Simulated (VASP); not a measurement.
Here is a VASP 6.6.1 calculation.

File INCAR:

```
SYSTEM = LiH
  PREC = Accurate
  ENCUT = 520
  EDIFF = 1E-6
  ISMEAR = 0
  SIGMA = 0.05
  LREAL = .False.
  LASPH = .True.
  NELM = 100
  ALGO = Normal
  ISIF = 2
  LWAVE = .False.
  LCHARG = .False.
  GGA = PE
  NBANDS = 9
```

File KPOINTS:

```
regular mesh
0
Gamma
  10 10 10
  0 0 0
```

File POSCAR:

```
LiH
1.0
    0.0000000000      2.1138000000      2.1951000000
    2.1138000000      0.0000000000      2.1951000000
    2.1138000000      2.1138000000      0.0000000000
Li H
1 1
Direct
    0.0000000000      0.0000000000      0.0000000000
    0.5000000000      0.5000000000      0.5000000000
```

Potentials or basis: VASP PAW PBE potentials, release 64 (Li_sv, H).

Run with:

```console
$ cat potpaw_PBE.64/Li_sv/POTCAR potpaw_PBE.64/H/POTCAR > POTCAR
$ mpirun -np 1 vasp_std > vasp.out
```

**Question.** Predict the band gap on the k mesh.

**Answer.** 2.72 eV, indirect (least direct gap 2.99 eV).

Caveat: the cell differs from its parent crystal (strain +0.040 along x and y, +0.080 along z). A k mesh can miss the band edges.
